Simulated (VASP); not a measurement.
Crystal: ZnSe.

```
Zn Se
1.0
     3.77967    0.00000    0.00000
    -1.88983    3.27329    0.00000
     0.00000    0.00000    6.13190
Zn Se
2 2
Direct
  0.00000 0.00000 0.00000
  0.00000 0.00000 0.50000
  0.33333 0.66667 0.25000
  0.66667 0.33333 0.75000
```

Base run:

```yaml
Program: VASP 6.6.1
Functional: r2SCAN
Potentials_or_basis: VASP PAW PBE potentials, release 64 (Zn, Se)
Cutoff: 520 eV
k_mesh: 12 × 12 × 4
Occupations: fermi-dirac, width 0.02 eV
Spin: no spin polarisation
```

Its results: band gap on the k mesh zero (band 18 reaches 3.04 eV, above the bottom of band 19 at 3.03 eV); pressure 0.2 GPa.

Question: The run is repeated on the same cell with these changes: functional from r2SCAN to PBE. What comes out?

Answer: Band gap on the k mesh zero (band 18 reaches 3.32 eV, above the bottom of band 19 at 2.90 eV); pressure 2.4 GPa.

Caveats: the PAW data sets were made with another functional, which shifts forces and pressure a little (some runs).
